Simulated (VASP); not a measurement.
# Tb (Im-3m) in VASP: single point with PBEsol

Aim: the single point of Tb with PBEsol.

All numbers are computed with VASP 6.6.1; they aren't measurements. Logs are shortened: lines on timing, memory, paths and dates and some standing lists are left out, and cuts for length are marked.

## Step 1: The cell of the first run

The structure is cubic, space group Im-3m (No. 229). Conventional cell: a = 4.020 Å, b = 4.020 Å, c = 4.020 Å, α = 90.00°, β = 90.00°, γ = 90.00°. Tb (site symmetry m-3m) has 14 Tb at 3.48 to 4.02 Å within 4.6 Å.

This isn't the form of Tb at room conditions, which is hcp.

## Step 2: Single point, PBEsol, collinear spin, ferromagnetic start

INCAR reads:

```
ALGO = Normal
EDIFF = 1E-6
ENCUT = 520
GGA = PS
ISIF = 2
ISMEAR = -1
ISPIN = 2
LASPH = True
LCHARG = False
LMAXMIX = 6
LORBIT = 11
LREAL = False
LWAVE = False
MAGMOM = 6
NBANDS = 20
NELM = 150
PREC = Accurate
SIGMA = 0.1
```

KPOINTS reads:

```
k-points
0
Gamma
  8 8 8
```

POSCAR reads:

```
Tb
1.0
   -2.0100000000      2.0100000000      2.0100000000
    2.0100000000     -2.0100000000      2.0100000000
    2.0100000000      2.0100000000     -2.0100000000
Tb
1
Direct
    0.0000000000      0.0000000000      0.0000000000
```

Potentials or basis: VASP PAW PBE potentials, release 64 (Tb).

Started as:

```bash
cat potpaw_PBE.64/Tb/POTCAR > POTCAR
mpirun -np 1 vasp_std > vasp.out
```

OUTCAR:

```text
EDIFF = 1E-6
   ENCUT = 520
   GGA = PS
   ISIF = 2
   ISMEAR = -1
   ISPIN = 2
   LASPH = True
   LORBIT = 11
   LREAL = False
   NELM = 150
   PREC = Accurate

 ion  position               nearest neighbor table
   1  0.000  0.000  0.000-

  LATTYP: Found a body centered cubic cell.
 ALAT       =     4.0200000000

  Lattice vectors:

 A1 = (  -2.0100000000,   2.0100000000,   2.0100000000)
 A2 = (   2.0100000000,  -2.0100000000,   2.0100000000)
 A3 = (   2.0100000000,   2.0100000000,  -2.0100000000)

Analysis of symmetry for initial positions (statically):
=====================================================================
 Subroutine PRICEL returns:
 Original cell was already a primitive cell.

 Routine SETGRP: Setting up the symmetry group for a
 body centered cubic supercell.

 Subroutine GETGRP returns: Found 48 space group operations
 (whereof 48 operations were pure point group operations)
 out of a pool of 48 trial point group operations.

The static configuration has the point symmetry O_h .

Analysis of symmetry for dynamics (positions and initial velocities):
=====================================================================
 Subroutine PRICEL returns:
 Original cell was already a primitive cell.

 Routine SETGRP: Setting up the symmetry group for a
 body centered cubic supercell.

 Subroutine GETGRP returns: Found 48 space group operations
 (whereof 48 operations were pure point group operations)
 out of a pool of 48 trial point group operations.

The dynamic configuration has the point symmetry O_h .

Analysis of structural, dynamic, and magnetic symmetry:
=====================================================================
 Subroutine PRICEL returns:
 Original cell was already a primitive cell.

 Routine SETGRP: Setting up the symmetry group for a
 body centered cubic supercell.

 Subroutine GETGRP returns: Found 48 space group operations
 (whereof 48 operations were pure point group operations)
 out of a pool of 48 trial point group operations.

The overall configuration has the point symmetry O_h .

 Subroutine INISYM returns: Found 48 space group operations
 (whereof 48 operations are pure point group operations),
 and found     1 'primitive' translations

----------------------------------------------------------------------------------------

                                     Primitive cell

  volume of cell :      32.4824

  direct lattice vectors                    reciprocal lattice vectors
    -2.010000000  2.010000000  2.010000000     0.000000000  0.248756219  0.248756219
     2.010000000 -2.010000000  2.010000000     0.248756219  0.000000000  0.248756219
     2.010000000  2.010000000 -2.010000000     0.248756219  0.248756219  0.000000000

  length of vectors
     3.481422123  3.481422123  3.481422123     0.351794419  0.351794419  0.351794419

  position of ions in fractional coordinates (direct lattice)
     0.000000000  0.000000000  0.000000000

  ion indices of the primitive-cell ions
   primitive index   ion index
                 1           1

----------------------------------------------------------------------------------------

 KPOINTS: k-points

Automatic generation of k-mesh.
 Grid dimensions read from file:
 generate k-points for:    8    8    8

 Generating k-lattice:

  Cartesian coordinates                     Fractional coordinates (reciprocal lattice)
     0.000000000  0.031094527  0.031094527     0.125000000  0.000000000  0.000000000
     0.031094527  0.000000000  0.031094527     0.000000000  0.125000000  0.000000000
     0.031094527  0.031094527  0.000000000     0.000000000  0.000000000  0.125000000

  Length of vectors
     0.043974302  0.043974302  0.043974302

  Shift w.r.t. Gamma in fractional coordinates (k-lattice)
     0.000000000  0.000000000  0.000000000

 Subroutine IBZKPT returns following result:
 ===========================================

 Found     29 irreducible k-points:

 Following reciprocal coordinates:
            Coordinates               Weight
  0.000000  0.000000  0.000000      1.000000
  0.125000  0.000000  0.000000     12.000000
  0.250000  0.000000  0.000000     12.000000
  0.375000  0.000000  0.000000     12.000000
  0.500000  0.000000  0.000000      6.000000
  0.125000  0.125000  0.000000     24.000000
[... 16 lines left out ...]
 -0.250000  0.250000  0.250000      6.000000
 -0.375000  0.375000  0.250000     24.000000
 [... further k-points ...]
   k-points           NKPTS =     29   k-points in BZ     NKDIM =     29   number of bands    NBANDS=     20
   number of dos      NEDOS =    301   number of ions     NIONS =      1
   total plane-waves  NPLWV =  21952
   dimension x,y,z NGX =    28 NGY =   28 NGZ =   28
   dimension x,y,z NGXF=    56 NGYF=   56 NGZF=   56
   ions per type =               1
   NGX,Y,Z   is equivalent  to a cutoff of  13.37, 13.37, 13.37 a.u.
   NGXF,Y,Z  is equivalent  to a cutoff of  26.74, 26.74, 26.74 a.u.
 SYSTEM =  unknown system
   PREC   = accura    normal or accurate (medium, high low for compatibility)
   ISTART =      0    job   : 0-new  1-cont  2-samecut
   ICHARG =      2    charge: 1-file 2-atom 10-const
   ISPIN  =      2    spin polarized calculation?
   LNONCOLLINEAR =      F non collinear calculations
   LSORBIT =      F    spin-orbit coupling
   LASPH  =      T    aspherical Exc in radial PAW
   ENCUT  =  520.0 eV  38.22 Ry    6.18 a.u.   6.47  6.47  6.47*2*pi/ulx,y,z
   NELM   =    150;   NELMIN=  2; NELMDL= -5     # of ELM steps
   EDIFF  = 0.1E-05   stopping-criterion for ELM
   LREAL  =      F    real-space projection
   EDIFFG = 0.1E-04   stopping-criterion for IOM
   NSW    =      0    number of steps for IOM
   IBRION =     -1    ionic relax: 0-MD 1-quasi-New 2-CG
   NFREE  =      0    steps in history (QN), initial steepest desc. (CG)
   ISIF   =      2    stress and relaxation
   ISYM   =      2    0-nonsym 1-usesym 2-fastsym
   POTIM  = 0.5000    time-step for ionic-motion
   TEBEG  =    0.0;   TEEND  =   0.0 temperature during run
   PSTRESS=    0.0 pullay stress
   NELECT =      19.0000    total number of electrons
   NUPDOWN=      -1.0000    fix difference up-down
   EMIN   =  10.00;   EMAX   =-10.00  energy-range for DOS
   EFERMI =   0.00;   METHOD = LEGACY
   ISMEAR =    -1;   SIGMA  =   0.10  broadening in eV -4-tet -1-fermi 0-gaus
   EFERMI_NEDOS =   21; number of points for ismear=-14 and -15
   IALGO  =     38    algorithm
   IMIX   =      4    mixing-type and parameters
     AMIX     =   0.40;   BMIX     =  1.00
     AMIX_MAG =   1.60;   BMIX_MAG =  1.00
  volume/ion in A,a.u.               =      32.48       219.20
  Fermi-wavevector in a.u.,A,eV,Ry     =   1.369126  2.587272 25.504190  1.874505
  Thomas-Fermi vector in A             =   2.495029
   LORBIT       =     11    0 simple, 1 ext, 2 COOP (PROOUT), +10 PAW based schemes
   GGA     = PS    functional components
   LHFCALC =     F    Hartree Fock is set to
   AEXX    =    0.0000 exact exchange contribution
   IVDW    =     0    specifies the selected vdW correction
   LEPSILON=     F    determine dielectric tensor
   LRPA    =     F    only Hartree local field effects (RPA)
 spin polarized calculation
  energy-cutoff  :      520.00
  volume of cell :       32.48
 maximum number of plane-waves:       899
 NGX is ok and might be reduce to    28
   NGX = 13   NGY = 13   NGZ = 13

 number of electron      18.9999996 magnetization       5.9894639

 Free energy of the ion-electron system (eV)
  ---------------------------------------------------
  ext. energy  EPLUGINS =         0.00000000
  ---------------------------------------------------
  free energy    TOTEN  =        -9.86868613 eV

  energy without entropy =       -9.63087801  energy(sigma->0) =       -9.74978207

 E-fermi :   2.7694     XC(G=0): -10.1746

 val. band max:        2.7634866104   @ k =   0.3750   0.1250   0.1250
 cond. band min:       2.7704423432   @ k =  -0.2500   0.2500   0.1250
 fundamental gap:      0.0069557328
 Fermi energy:         2.7693522620

 spin component 1

 k-point     1 :       0.0000    0.0000    0.0000
  band No.  band energies     occupation
      1     -43.4060      1.00000
      2     -19.6783      1.00000
      3     -19.6783      1.00000
      4     -19.6783      1.00000
      5      -2.2886      1.00000
      6      -1.3414      1.00000
[... 12 lines left out ...]
     19      13.5502      0.00000
     20      13.5502      0.00000

 k-point     2 :       0.1250    0.0000    0.0000
  band No.  band energies     occupation
      1     -43.3968      1.00000
      2     -19.7856      1.00000
      3     -19.7117      1.00000
      4     -19.6789      1.00000
      5      -1.8473      1.00000
      6      -1.3544      1.00000
[... 498 lines left out ...]
 k-point    24 :      -0.3750    0.3750    0.2500
  band No.  band energies     occupation
      1     -43.3278      1.00000
      2     -20.1914      1.00000
      3     -19.9976      1.00000
      4     -19.9339      1.00000
      5      -1.4335      1.00000
      6      -1.4268      1.00000
[... 12 lines left out ...]
     19      14.2731      0.00000
     20      15.0307      0.00000

 [... further k-points ...]

 spin component 2

 k-point     1 :       0.0000    0.0000    0.0000
  band No.  band energies     occupation
      1     -40.8428      1.00000
      2     -17.7643      1.00000
      3     -17.7643      1.00000
      4     -17.7643      1.00000
      5      -1.8436      1.00000
      6       2.6989      0.66930
[... 12 lines left out ...]
     19      13.9897      0.00000
     20      13.9897      0.00000

 k-point     2 :       0.1250    0.0000    0.0000
  band No.  band energies     occupation
      1     -40.8316      1.00000
      2     -17.8940      1.00000
      3     -17.8034      1.00000
      4     -17.7652      1.00000
      5      -1.3839      1.00000
      6       2.6853      0.69866
[... 498 lines left out ...]
 k-point    24 :      -0.3750    0.3750    0.2500
  band No.  band energies     occupation
      1     -40.7474      1.00000
      2     -18.3742      1.00000
      3     -18.1385      1.00000
      4     -18.0661      1.00000
      5       1.8886      0.99985
      6       2.3243      0.98846
[... 12 lines left out ...]
     19      15.1836      0.00000
     20      15.7989      0.00000

 [... further k-points ...]

------------------------ aborting loop because EDIFF is reached ----------------------------------------

  FORCE on cell =-STRESS in cart. coord.  units (eV):
  Direction    XX          YY          ZZ          XY          YZ          ZX
  --------------------------------------------------------------------------------------
  -------------------------------------------------------------------------------------
  Total       -0.3177193     -0.3177193     -0.3177193      0.0000000      0.0000000     -0.0000000
  in kB      -15.6713341    -15.6713341    -15.6713341      0.0000000      0.0000000     -0.0000000
  external PRESSURE =     -15.6713341 kB  Pullay stress =       0.0000000 kB

 VOLUME and BASIS-vectors are now :
 -----------------------------------------------------------------------------
  energy-cutoff  :      520.00
  volume of cell :       32.48
      direct lattice vectors                 reciprocal lattice vectors
    -2.010000000  2.010000000  2.010000000     0.000000000  0.248756219  0.248756219
     2.010000000 -2.010000000  2.010000000     0.248756219  0.000000000  0.248756219
     2.010000000  2.010000000 -2.010000000     0.248756219  0.248756219  0.000000000

 POSITION                                       TOTAL-FORCE (eV/Angst)
 -----------------------------------------------------------------------------------
      0.00000      0.00000      0.00000         0.000000      0.000000     -0.000000
 -----------------------------------------------------------------------------------
    total drift:                               -0.000000      0.000000      0.000000

  FREE ENERGIE OF THE ION-ELECTRON SYSTEM (eV)
  ---------------------------------------------------
  free  energy   TOTEN  =        -9.8686861326 eV

  energy  without entropy=       -9.6308780138  energy(sigma->0) =       -9.74978207

 total charge

# of ion       s       p       d       f       tot
--------------------------------------------------
    1        2.084   5.586   0.497   8.129  16.297

 magnetization (x)

# of ion       s       p       d       f       tot
--------------------------------------------------
    1        0.001  -0.041   0.101   5.666   5.726
```

Wall time 2.7 min (1 thread of AMD EPYC 7R13, shared host); peak memory 0.17 GiB.

Results:

- Free energy: -9.8687 eV
- Pressure: -1.6 GPa
- Net moment: 5.99 μB per cell
- Site moments: Tb +5.73 μB
- Valence electrons inside the program's atomic spheres: Tb 16.30

Caveat: the magnetic or orbital state may not be the lowest; the PAW data sets were made with another functional, which shifts forces and pressure a little; spin-orbit coupling is left out, which moves the levels of the heavy elements; semilocal functionals describe open f shells poorly, which spoils levels, moments and volumes. The state reached can hang on the start; a lower one may exist.
